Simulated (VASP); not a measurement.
# SiNi (Pmmn) in VASP: notebook, part 2 of 2

VASP 6.6.1. Earlier steps stand in the parts before.

### 3 Electric field gradients, LDA, collinear spin, ferromagnetic start (10.94 Å³/atom)

This run uses another cell than the first one, of 10.94 Å³/atom.

Input file INCAR:

```
  ALGO = Normal
  EDIFF = 1E-8
  ENCUT = 520
  GGA = CA
  GGA_COMPAT = F
  ISIF = 2
  ISMEAR = -1
  ISPIN = 2
  LASPH = T
  LCHARG = F
  LEFG = T
  LMAXMIX = 4
  LORBIT = 11
  LREAL = F
  LWAVE = F
  MAGMOM = 0 0 1.5 1.5
  NBANDS = 26
  NELM = 200
  PREC = Accurate
  SIGMA = 0.05
```

Input file KPOINTS:

```
k-points
0
Gamma
  11 10 7
```

Input file POSCAR:

```
SiNi
1.0
    2.9648349084      0.0000000000      0.0000000000
    0.0000000000      3.2066751269      0.0000000000
    0.0000000000      0.0000000000      4.6018604381
Si Ni
2 2
Direct
    0.5000000000      0.5000000000      0.8423000000
    0.0000000000      0.0000000000      0.1577000000
    0.5000000000      0.5000000000      0.3442200000
    0.0000000000      0.0000000000      0.6557800000
```

Potentials or basis: VASP PAW LDA potentials, release 64 (Si, Ni).

Launch:

```sh
cat potpaw_LDA.64/Si/POTCAR potpaw_LDA.64/Ni/POTCAR > POTCAR
mpirun -np 1 vasp_std > vasp.out
```

OUTCAR:

```text
EDIFF = 1E-8
   ENCUT = 520
   GGA = CA
   ISIF = 2
   ISMEAR = -1
   ISPIN = 2
   LASPH = T
   LORBIT = 11
   LREAL = F
   NELM = 200
   PREC = Accurate

 ion  position               nearest neighbor table
   1  0.500  0.500  0.842-   3 2.29   3 2.31   4 2.35   4 2.35   4 2.35   4 2.35   2 2.62   2 2.62
                             2 2.62   2 2.62
   2  0.000  0.000  0.158-   4 2.29   4 2.31   3 2.35   3 2.35   3 2.35   3 2.35   1 2.62   1 2.62
                             1 2.62   1 2.62
   3  0.500  0.500  0.344-   1 2.29   1 2.31   2 2.35   2 2.35   2 2.35   2 2.35   4 2.61   4 2.61
                             4 2.61   4 2.61
   4  0.000  0.000  0.656-   2 2.29   2 2.31   1 2.35   1 2.35   1 2.35   1 2.35   3 2.61   3 2.61
                             3 2.61   3 2.61

  LATTYP: Found a simple orthorhombic cell.
 ALAT       =     2.9648349084
 B/A-ratio  =     1.0815695396
 C/A-ratio  =     1.5521472798

  Lattice vectors:

 A1 = (   2.9648349084,   0.0000000000,   0.0000000000)
 A2 = (   0.0000000000,   3.2066751269,   0.0000000000)
 A3 = (   0.0000000000,   0.0000000000,   4.6018604381)

Analysis of symmetry for initial positions (statically):
=====================================================================
 Subroutine PRICEL returns:
 Original cell was already a primitive cell.

 Routine SETGRP: Setting up the symmetry group for a
 simple orthorhombic supercell.

 Subroutine GETGRP returns: Found  8 space group operations
 (whereof  4 operations were pure point group operations)
 out of a pool of  8 trial point group operations.

The static configuration has the point symmetry C_2v.
 The point group associated with its full space group is D_2h.

Analysis of symmetry for dynamics (positions and initial velocities):
=====================================================================
 Subroutine PRICEL returns:
 Original cell was already a primitive cell.

 Routine SETGRP: Setting up the symmetry group for a
 simple orthorhombic supercell.

 Subroutine GETGRP returns: Found  8 space group operations
 (whereof  4 operations were pure point group operations)
 out of a pool of  8 trial point group operations.

The dynamic configuration has the point symmetry C_2v.
 The point group associated with its full space group is D_2h.

Analysis of structural, dynamic, and magnetic symmetry:
=====================================================================
 Subroutine PRICEL returns:
 Original cell was already a primitive cell.

 Routine SETGRP: Setting up the symmetry group for a
 simple orthorhombic supercell.

 Subroutine GETGRP returns: Found  8 space group operations
 (whereof  4 operations were pure point group operations)
 out of a pool of  8 trial point group operations.

The overall configuration has the point symmetry C_2v.
 The point group associated with its full space group is D_2h.

 Subroutine INISYM returns: Found  8 space group operations
 (whereof  4 operations are pure point group operations),
 and found     1 'primitive' translations

----------------------------------------------------------------------------------------

                                     Primitive cell
[... 139 lines left out ...]
  ext. energy  EPLUGINS =         0.00000000
  ---------------------------------------------------
  free energy    TOTEN  =       -27.30685970 eV

  energy without entropy =      -27.29627480  energy(sigma->0) =      -27.30156725

 E-fermi :  12.0666     XC(G=0): -12.9665

 val. band max:       12.0626441135   @ k =   0.0000   0.1000   0.2857
 cond. band min:      12.0735450031   @ k =   0.0909   0.2000   0.4286
 fundamental gap:      0.0109008896
 Fermi energy:        12.0665554983

 spin component 1

 k-point     1 :       0.0000    0.0000    0.0000
  band No.  band energies     occupation
      1      -2.2425      1.00000
      2       3.7032      1.00000
      3       5.3018      1.00000
      4       7.5647      1.00000
      5       8.2463      1.00000
      6       8.8229      1.00000
[... 685 lines left out ...]
     25      28.5029      0.00000
     26      29.1111      0.00000

 [... further k-points ...]

 spin component 2

 k-point     1 :       0.0000    0.0000    0.0000
  band No.  band energies     occupation
      1      -2.2425      1.00000
      2       3.7032      1.00000
      3       5.3018      1.00000
      4       7.5647      1.00000
      5       8.2463      1.00000
      6       8.8229      1.00000
[... 685 lines left out ...]
     25      28.5029      0.00000
     26      29.1111      0.00000

 [... further k-points ...]
[... 5 lines left out ...]
  --------------------------------------------------------------------------------------
  -------------------------------------------------------------------------------------
  Total        0.3596296      0.5039670      1.1413904      0.0000000      0.0000000      0.0000000
  in kB       13.1697385     18.4554134     41.7980374      0.0000000      0.0000000      0.0000000
  external PRESSURE =      24.4743964 kB  Pullay stress =       0.0000000 kB

 VOLUME and BASIS-vectors are now :
 -----------------------------------------------------------------------------
  energy-cutoff  :      520.00
  volume of cell :       43.75
      direct lattice vectors                 reciprocal lattice vectors
     2.964834908  0.000000000  0.000000000     0.337286908  0.000000000  0.000000000
     0.000000000  3.206675127  0.000000000     0.000000000  0.311849489  0.000000000
     0.000000000  0.000000000  4.601860438     0.000000000  0.000000000  0.217303417

 POSITION                                       TOTAL-FORCE (eV/Angst)
 -----------------------------------------------------------------------------------
      1.48242      1.60334      3.87615         0.000000      0.000000     -0.034647
      0.00000      0.00000      0.72571         0.000000      0.000000      0.034647
      1.48242      1.60334      1.58405         0.000000      0.000000     -0.013103
      0.00000      0.00000      3.01781         0.000000      0.000000      0.013103
 -----------------------------------------------------------------------------------
    total drift:                                0.000000      0.000000     -0.000000

  FREE ENERGIE OF THE ION-ELECTRON SYSTEM (eV)
  ---------------------------------------------------
  free  energy   TOTEN  =       -27.3068597027 eV

  energy  without entropy=      -27.2962747996  energy(sigma->0) =      -27.30156725

 Electric field gradients (V/A^2)
---------------------------------------------------------------------
 ion       V_xx      V_yy      V_zz      V_xy      V_xz      V_yz
---------------------------------------------------------------------
   1      26.789     9.539   -36.328     0.000     0.000     0.000
   2      26.789     9.539   -36.328    -0.000    -0.000    -0.000
   3      11.705    10.508   -22.213    -0.000    -0.000    -0.000
   4      11.705    10.508   -22.213     0.000    -0.000    -0.000
---------------------------------------------------------------------

 Electric field gradients after diagonalization (V/A^2)
 (convention: |V_zz| > |V_xx| > |V_yy|)
----------------------------------------------------------------------
 ion       V_xx      V_yy      V_zz     asymmetry (V_yy - V_xx)/ V_zz
----------------------------------------------------------------------
   1      26.789     9.539   -36.328       0.475
   2      26.789     9.539   -36.328       0.475
   3      11.705    10.508   -22.213       0.054
   4      11.705    10.508   -22.213       0.054
----------------------------------------------------------------------

           NMR quadrupolar parameters

 Cq : quadrupolar parameter    Cq=e*Q*V_zz/h
 eta: asymmetry parameters     (V_yy - V_xx)/ V_zz
 Q  : nuclear electric quadrupole moment in mb (millibarn)
----------------------------------------------------------------------
 ion       Cq(MHz)       eta       Q (mb)
----------------------------------------------------------------------
   1      -0.088       0.475       1.000
   2      -0.088       0.475       1.000
   3      -0.054       0.054       1.000
   4      -0.054       0.054       1.000
----------------------------------------------------------------------

 total charge

# of ion       s       p       d       tot
------------------------------------------
    1        0.755   0.898   0.000   1.653
    2        0.755   0.898   0.000   1.653
    3        0.507   0.668   8.516   9.691
    4        0.507   0.668   8.516   9.691
--------------------------------------------------
tot          2.522   3.131  17.033  22.687

 magnetization (x)

# of ion       s       p       d       tot
------------------------------------------
    1        0.000  -0.000   0.000   0.000
    2        0.000  -0.000   0.000   0.000
    3        0.000   0.000  -0.000  -0.000
    4        0.000   0.000  -0.000  -0.000
--------------------------------------------------
tot          0.000   0.000  -0.000  -0.000
```

OSZICAR:

```text
N       E                     dE             d eps       ncg     rms          rms(c)
DAV:   1     0.148279639110E+03    0.14828E+03   -0.11666E+04 15072   0.127E+03
DAV:   2    -0.198361038275E+02   -0.16812E+03   -0.15517E+03 15076   0.266E+02
DAV:   3    -0.300107236801E+02   -0.10175E+02   -0.98110E+01 18010   0.733E+01
DAV:   4    -0.302294635206E+02   -0.21874E+00   -0.21803E+00 17738   0.981E+00
DAV:   5    -0.302352966528E+02   -0.58331E-02   -0.58318E-02 18392   0.169E+00    0.230E+01
DAV:   6    -0.347838511594E+02   -0.45486E+01   -0.41062E+01 17996   0.121E+02    0.248E+01
DAV:   7    -0.273454704731E+02    0.74384E+01   -0.17204E+01 18142   0.785E+01    0.381E+00
DAV:   8    -0.273491413870E+02   -0.36709E-02   -0.85793E-01 21614   0.785E+00    0.232E+00
DAV:   9    -0.273085864155E+02    0.40555E-01   -0.96145E-02 20470   0.445E+00    0.578E-01
DAV:  10    -0.273074932751E+02    0.10931E-02   -0.34786E-03 20290   0.549E-01    0.315E-01
DAV:  11    -0.273070798543E+02    0.41342E-03   -0.44285E-04 22250   0.253E-01    0.193E-01
DAV:  12    -0.273068621722E+02    0.21768E-03   -0.28110E-04 20998   0.275E-01    0.434E-02
DAV:  13    -0.273068620970E+02    0.75157E-07   -0.19197E-05 18082   0.339E-02    0.193E-02
DAV:  14    -0.273068600705E+02    0.20265E-05   -0.18862E-06 23608   0.193E-02    0.867E-03
DAV:  15    -0.273068597075E+02    0.36305E-06   -0.84273E-07 23250   0.104E-02    0.241E-03
DAV:  16    -0.273068597027E+02    0.47212E-08   -0.74861E-08 16570   0.171E-03
   1 F= -.27306860E+02 E0= -.27301567E+02  d E =-.105849E-01  mag=    -0.0000
```

Run time: 7.5 min. Hardware: 1 thread of Oxide Virtual Turin-like, shared host; peak memory 0.29 GiB.

Results:

```yaml
Free_energy: -27.3069 eV
Pressure: 2.4 GPa
Largest_force: 0.035 eV/Å
Band_gap_on_the_k_mesh: zero (filled and empty bands overlap)
Net_moment: 0.00 μB per cell
Largest_electric_field_gradient_by_atom: Si -36.3; Ni -22.2 V/Å²
Valence_electrons_inside_the_program's_atomic_spheres: Si 1.65; Ni 9.69
```

Forces on the atoms (eV/Å):
```
Si   0.000  0.000 -0.035
Si   0.000  0.000  0.035
Ni   0.000  0.000 -0.013
Ni   0.000  0.000  0.013
```

Stress tensor (GPa, compression positive):
```
1.32 0.00 0.00
0.00 1.85 0.00
0.00 0.00 4.18
```

Electric field gradients, principal values (V/Å²):
```tsv
atom	least	middle	greatest (by size)
1 Si	9.539	26.789	-36.328
2 Si	9.539	26.789	-36.328
3 Ni	10.508	11.705	-22.213
4 Ni	10.508	11.705	-22.213
```

Caveat: the moments typed at the start vanished in this run; without QUAD_EFG the Cq values of the log hold for a quadrupole moment of 1 mb, not for the nuclei.
